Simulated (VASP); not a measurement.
# SiGe3 (P-4m2) in VASP: relaxation of volume and atoms at fixed shape with LDA

Aim: the relaxation of volume and atoms at fixed shape of SiGe3 with LDA.

Everything below comes from runs of VASP 6.6.1. Logs are shortened: lines on timing, memory, paths and dates and some standing lists are left out, and cuts for length are marked.

## 1. The cell of the first run

Symmetry: P-4m2, No. 115, tetragonal system. The conventional cell has a = 3.924 Å, b = 3.924 Å, c = 5.550 Å, α = 90.00°, β = 90.00°, γ = 90.00°. Within 3.2 Å of Si (site symmetry -4m2) lie 4 Ge at 2.40 Å. Ge (site symmetry -4m2) has 4 Ge at 2.40 Å within 3.2 Å. Ge (site symmetry 2mm) has 2 Si at 2.40 Å and 2 Ge at 2.40 Å within 3.2 Å.

## 2. Relaxation of volume and atoms at fixed shape, LDA

INCAR

```
PREC = Accurate
ENCUT = 600
EDIFF = 1E-7
ISMEAR = 0
SIGMA = 0.02
LREAL = F
LASPH = T
NELM = 100
ALGO = Normal
ISIF = 8
LWAVE = F
LCHARG = F
IBRION = 2
NSW = 80
EDIFFG = -0.01
```

KPOINTS

```
regular mesh
0
Gamma
  6 6 6
```

POSCAR

```
SiGe3
1.0
    5.5500000000      0.0000000000      0.0000000000
    0.0000000000      5.5500000000      0.0000000000
    0.0000000000      0.0000000000      5.5500000000
Si Ge
2 6
Direct
    0.0000000000      0.0000000000      0.0000000000
    0.0000000000      0.5000000000      0.5000000000
    0.5000000000      0.0000000000      0.5000000000
    0.5000000000      0.5000000000      0.0000000000
    0.2500000000      0.2500000000      0.2500000000
    0.2500000000      0.7500000000      0.7500000000
    0.7500000000      0.2500000000      0.7500000000
    0.7500000000      0.7500000000      0.2500000000
```

Potentials or basis: VASP PAW LDA potentials, release 64 (Si, Ge_d).

The run is started by

```bash
> cat potpaw_LDA.64/Si/POTCAR potpaw_LDA.64/Ge_d/POTCAR > POTCAR
> mpirun -np 1 vasp_std > vasp.out
```

OUTCAR:

```text
PREC = Accurate
   ENCUT = 600
   EDIFF = 1E-7
   ISMEAR = 0
   LREAL = F
   LASPH = T
   NELM = 100
   ISIF = 8
   IBRION = 2
   NSW = 80
   EDIFFG = -0.01

 ion  position               nearest neighbor table
   1  0.000  0.000  0.000-   5 2.40   6 2.40   7 2.40   8 2.40
   2  0.000  0.500  0.500-   5 2.40   6 2.40   7 2.40   8 2.40
   3  0.500  0.000  0.500-   5 2.40   6 2.40   7 2.40   8 2.40
   4  0.500  0.500  0.000-   5 2.40   6 2.40   7 2.40   8 2.40
   5  0.250  0.250  0.250-   1 2.40   2 2.40   3 2.40   4 2.40
   6  0.250  0.750  0.750-   1 2.40   2 2.40   3 2.40   4 2.40
   7  0.750  0.250  0.750-   1 2.40   2 2.40   3 2.40   4 2.40
   8  0.750  0.750  0.250-   1 2.40   2 2.40   3 2.40   4 2.40

  LATTYP: Found a simple cubic cell.
 ALAT       =     5.5500000000

  Lattice vectors:

 A1 = (   5.5500000000,   0.0000000000,   0.0000000000)
 A2 = (   0.0000000000,   5.5500000000,   0.0000000000)
 A3 = (   0.0000000000,   0.0000000000,   5.5500000000)

Analysis of symmetry for initial positions (statically):
=====================================================================
 Subroutine PRICEL returns following result:

  LATTYP: Found a simple tetragonal cell.
 ALAT       =     3.9244426356
 C/A-ratio  =     1.4142135624

  Lattice vectors:

 A1 = (   0.0000000000,   2.7750000000,  -2.7750000000)
 A2 = (   0.0000000000,   2.7750000000,   2.7750000000)
 A3 = (   5.5500000000,   0.0000000000,   0.0000000000)

   2 primitive cells build up your supercell.

 Routine SETGRP: Setting up the symmetry group for a
 simple cubic supercell.

 Subroutine GETGRP returns: Found  8 space group operations
 (whereof  8 operations were pure point group operations)
 out of a pool of 48 trial point group operations.

The static configuration has the point symmetry D_2d.

Analysis of symmetry for dynamics (positions and initial velocities):
=====================================================================
 Subroutine PRICEL returns following result:

  LATTYP: Found a simple tetragonal cell.
 ALAT       =     3.9244426356
 C/A-ratio  =     1.4142135624

  Lattice vectors:

 A1 = (   0.0000000000,   2.7750000000,  -2.7750000000)
 A2 = (   0.0000000000,   2.7750000000,   2.7750000000)
 A3 = (   5.5500000000,   0.0000000000,   0.0000000000)

   2 primitive cells build up your supercell.

 Routine SETGRP: Setting up the symmetry group for a
 simple cubic supercell.

 Subroutine GETGRP returns: Found  8 space group operations
 (whereof  8 operations were pure point group operations)
 out of a pool of 48 trial point group operations.

The dynamic configuration has the point symmetry D_2d.

 Subroutine INISYM returns: Found  8 space group operations
 (whereof  8 operations are pure point group operations),
 and found     2 'primitive' translations

----------------------------------------------------------------------------------------

                                     Primitive cell

  volume of cell :      85.4769

  direct lattice vectors                    reciprocal lattice vectors
     0.000000000  2.775000000 -2.775000000     0.000000000  0.180180180 -0.180180180
     0.000000000  2.775000000  2.775000000     0.000000000  0.180180180  0.180180180
     5.550000000  0.000000000  0.000000000     0.180180180  0.000000000  0.000000000

  length of vectors
     3.924442636  3.924442636  5.550000000     0.254813254  0.254813254  0.180180180

  position of ions in fractional coordinates (direct lattice)
     0.000000000  0.000000000  0.000000000
     0.500000000  0.500000000  0.500000000
     0.000000000  0.500000000  0.250000000
     0.500000000  1.000000000  0.750000000

  ion indices of the primitive-cell ions
   primitive index   ion index
                 1           1
                 2           3
                 3           5
                 4           7

----------------------------------------------------------------------------------------

 KPOINTS: regular mesh

Automatic generation of k-mesh.
 Grid dimensions read from file:
 generate k-points for:    6    6    6

 Generating k-lattice:

  Cartesian coordinates                     Fractional coordinates (reciprocal lattice)
     0.030030030  0.000000000  0.000000000     0.166666667  0.000000000  0.000000000
     0.000000000  0.030030030  0.000000000     0.000000000  0.166666667  0.000000000
     0.000000000  0.000000000  0.030030030     0.000000000  0.000000000  0.166666667

  Length of vectors
     0.030030030  0.030030030  0.030030030

  Shift w.r.t. Gamma in fractional coordinates (k-lattice)
     0.000000000  0.000000000  0.000000000

 Subroutine IBZKPT returns following result:
 ===========================================

 Found     40 irreducible k-points:

 Following reciprocal coordinates:
            Coordinates               Weight
  0.000000  0.000000  0.000000      1.000000
  0.166667  0.000000  0.000000      2.000000
  0.000000  0.166667  0.000000      4.000000
  0.333333  0.000000  0.000000      2.000000
  0.000000  0.333333  0.000000      4.000000
  0.500000  0.000000  0.000000      1.000000
[... 16 lines left out ...]
  0.166667  0.166667  0.166667      8.000000
  0.333333  0.166667  0.166667      8.000000
 [... further k-points ...]
   k-points           NKPTS =     40   k-points in BZ     NKDIM =     40   number of bands    NBANDS=     55
   number of dos      NEDOS =    301   number of ions     NIONS =      8
   total plane-waves  NPLWV = 110592
   dimension x,y,z NGX =    48 NGY =   48 NGZ =   48
   dimension x,y,z NGXF=    96 NGYF=   96 NGZF=   96
   ions per type =               2   6
   NGX,Y,Z   is equivalent  to a cutoff of  14.38, 14.38, 14.38 a.u.
   NGXF,Y,Z  is equivalent  to a cutoff of  28.76, 28.76, 28.76 a.u.
 SYSTEM =  unknown system
   PREC   = accura    normal or accurate (medium, high low for compatibility)
   ISTART =      0    job   : 0-new  1-cont  2-samecut
   ICHARG =      2    charge: 1-file 2-atom 10-const
   ISPIN  =      1    spin polarized calculation?
   LNONCOLLINEAR =      F non collinear calculations
   LSORBIT =      F    spin-orbit coupling
   LASPH  =      T    aspherical Exc in radial PAW
   ENCUT  =  600.0 eV  44.10 Ry    6.64 a.u.  11.08 11.08 11.08*2*pi/ulx,y,z
   NELM   =    100;   NELMIN=  2; NELMDL= -5     # of ELM steps
   EDIFF  = 0.1E-06   stopping-criterion for ELM
   LREAL  =      F    real-space projection
   EDIFFG = -.1E-01   stopping-criterion for IOM
   NSW    =     80    number of steps for IOM
   IBRION =      2    ionic relax: 0-MD 1-quasi-New 2-CG
   NFREE  =      1    steps in history (QN), initial steepest desc. (CG)
   ISIF   =      8    stress and relaxation
   ISYM   =      2    0-nonsym 1-usesym 2-fastsym
   POTIM  = 0.5000    time-step for ionic-motion
   TEBEG  =    0.0;   TEEND  =   0.0 temperature during run
   PSTRESS=    0.0 pullay stress
   NELECT =      92.0000    total number of electrons
   NUPDOWN=      -1.0000    fix difference up-down
   EMIN   =  10.00;   EMAX   =-10.00  energy-range for DOS
   EFERMI =   0.00;   METHOD = LEGACY
   ISMEAR =     0;   SIGMA  =   0.02  broadening in eV -4-tet -1-fermi 0-gaus
   EFERMI_NEDOS =   21; number of points for ismear=-14 and -15
   IALGO  =     38    algorithm
   IMIX   =      4    mixing-type and parameters
     AMIX     =   0.40;   BMIX     =  1.00
     AMIX_MAG =   1.60;   BMIX_MAG =  1.00
  volume/ion in A,a.u.               =      21.37       144.21
  Fermi-wavevector in a.u.,A,eV,Ry     =   1.331612  2.516382 24.125732  1.773191
  Thomas-Fermi vector in A             =   2.460610
   LORBIT       =      0    0 simple, 1 ext, 2 COOP (PROOUT), +10 PAW based schemes
   GGA     = CA    functional components
   LHFCALC =     F    Hartree Fock is set to
   AEXX    =    0.0000 exact exchange contribution
   IVDW    =     0    specifies the selected vdW correction
   LEPSILON=     F    determine dielectric tensor
   LRPA    =     F    only Hartree local field effects (RPA)
 conjugate gradient relaxation of ions
 non-spin polarized calculation
 Gauss-broadening in eV      SIGMA  =   0.02
  energy-cutoff  :      600.00
  volume of cell :      170.95
 maximum number of plane-waves:      5832
 NGX is ok and might be reduce to    48
   NGX = 23   NGY = 23   NGZ = 23

--------------------------------------- Ionic step        1  -------------------------------------------

 number of electron      92.0000096 magnetization

 Free energy of the ion-electron system (eV)
  ---------------------------------------------------
  ext. energy  EPLUGINS =         0.00000000
  ---------------------------------------------------
  free energy    TOTEN  =       -42.99936592 eV

  energy without entropy =      -42.99936592  energy(sigma->0) =      -42.99936592

------------------------ aborting loop because EDIFF is reached ----------------------------------------

  FORCE on cell =-STRESS in cart. coord.  units (eV):
  Direction    XX          YY          ZZ          XY          YZ          ZX
  --------------------------------------------------------------------------------------
  -------------------------------------------------------------------------------------
  Total        0.5458805      0.5593536      0.5593536      0.0000000      0.0000000      0.0000000
  in kB        5.1159845      5.2422543      5.2422543      0.0000000      0.0000000      0.0000000
  external PRESSURE =       5.2001644 kB  Pullay stress =       0.0000000 kB
[... 153 lines left out ...]
  energy  without entropy=      -43.0313494884  energy(sigma->0) =      -43.03134949

--------------------------------------- Ionic step        5  -------------------------------------------

 number of electron      92.0000044 magnetization

 Free energy of the ion-electron system (eV)
  ---------------------------------------------------
  ext. energy  EPLUGINS =         0.00000000
  ---------------------------------------------------
  free energy    TOTEN  =       -43.03160715 eV

  energy without entropy =      -43.03160715  energy(sigma->0) =      -43.03160715

 E-fermi :   5.2993     XC(G=0): -10.2392

 val. band max:        5.1949501586   @ k =   0.0000   0.0000   0.0000
 cond. band min:       5.4305474206   @ k =   0.5000   0.5000   0.5000
 fundamental gap:      0.2355972620
 Fermi energy:         5.2992792136

 k-point     1 :       0.0000    0.0000    0.0000
  band No.  band energies     occupation
      1     -19.6780      2.00000
      2     -19.6674      2.00000
      3     -19.6674      2.00000
      4     -19.6426      2.00000
      5     -19.6426      2.00000
      6     -19.6182      2.00000
[... 1381 lines left out ...]
     54       9.3675      0.00000
     55       9.5424      0.00000

 [... further k-points ...]

------------------------ aborting loop because EDIFF is reached ----------------------------------------

  FORCE on cell =-STRESS in cart. coord.  units (eV):
  Direction    XX          YY          ZZ          XY          YZ          ZX
  --------------------------------------------------------------------------------------
  -------------------------------------------------------------------------------------
  Total        0.0209869      0.0429363      0.0429363      0.0000000      0.0000000      0.0000000
  in kB        0.1956105      0.4001915      0.4001915      0.0000000      0.0000000      0.0000000
  external PRESSURE =       0.3319978 kB  Pullay stress =       0.0000000 kB
[... 23 lines left out ...]
  FREE ENERGIE OF THE ION-ELECTRON SYSTEM (eV)
  ---------------------------------------------------
  free  energy   TOTEN  =       -43.0316071498 eV

  energy  without entropy=      -43.0316071498  energy(sigma->0) =      -43.03160715

 reached required accuracy - stopping structural energy minimisation
```

Run time: 59 min. Hardware: 1 thread of Oxide Virtual Turin-like, shared host; peak memory 0.45 GiB.

What came out:

```
Free energy                           : -43.0316 eV
Relaxed volume                        : 21.49 Å³/atom
Relaxed cell                          : a = 5.560 Å, b = 5.560 Å, c = 5.560 Å, α = 90.00°, β = 90.00°, γ = 90.00°
Space group after relaxing (to 0.1 Å) : P-4m2 (No. 115)
Energy gained by relaxing             : 4.0 meV/atom
Ionic steps                           : 5
Pressure after relaxing               : 0.0 GPa
Band gap on the k mesh                : 0.24 eV
```

Step by step:
```tsv
step	energy change (eV)	largest force (eV/Å)	pressure (GPa)	volume (Å³)
1	0.0000	0.4882	0.52	170.95
2	-0.0294	0.1221	-0.35	172.68
3	-0.0301	0.0578	-0.47	172.99
4	-0.0320	0.0187	0.18	171.53
5	-0.0322	0.0012	0.03	171.90
```

Final structure:
```yaml
crystal:
  lattice:
    - [5.56018, 0.00000, 0.00000]
    - [0.00000, 5.56018, 0.00000]
    - [0.00000, 0.00000, 5.56018]
  atoms:
    - { symbol: Si, position: [0.00000, 0.00000, 0.00000] }
    - { symbol: Si, position: [0.00000, 0.50000, 0.50000] }
    - { symbol: Ge, position: [0.50000, 0.00000, 0.50000] }
    - { symbol: Ge, position: [0.50000, 0.50000, 0.00000] }
    - { symbol: Ge, position: [0.24429, 0.25000, 0.25000] }
    - { symbol: Ge, position: [0.24429, 0.75000, 0.75000] }
    - { symbol: Ge, position: [0.75571, 0.25000, 0.75000] }
    - { symbol: Ge, position: [0.75571, 0.75000, 0.25000] }
```

A k mesh can miss the band edges.
